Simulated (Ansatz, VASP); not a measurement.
LaNbO: VASP beside Ansatz

```
La Nb O
1.0
     2.97782    0.00000    0.00000
     0.00000    2.97782    0.00000
     0.00000    0.00000    5.90360
La Nb O
1 1 1
Direct
  0.00000 0.00000 0.96801
  0.00000 0.00000 0.43224
  0.50000 0.50000 0.57175
```

Alike in both runs: functional PBE; k mesh 16 × 16 × 8; occupations gaussian, width 0.1 eV; no spin polarisation.

Ansatz relaxed the structure, and its values are those at the end. VASP's run is a single point on that final structure, the one shown.

|  | VASP | Ansatz |
| --- | --- | --- |
| version | VASP 6.6.1 | Ansatz 0.2.0 |
| potentials or method | VASP PAW PBE potentials, release 64 (La, Nb_sv, O), cutoff 520 eV | scalar-relativistic, plane waves, PAW |
| valence electrons in the cell | 30 | 30 |

Ansatz gave:

```
gap on the k mesh at the Fermi level (eV) : none
pressure (GPa)                            : 0.0
rms of the force components (eV/Å)        : 0.000
```

Task: Which values does VASP return?

Result: gap on the k mesh at the Fermi level (eV): none; pressure (GPa): -0.1; rms of the force components (eV/Å): 0.004.

A gap of «none» marks a metal or a gap that the smearing closes.

Spin-orbit coupling is off throughout.
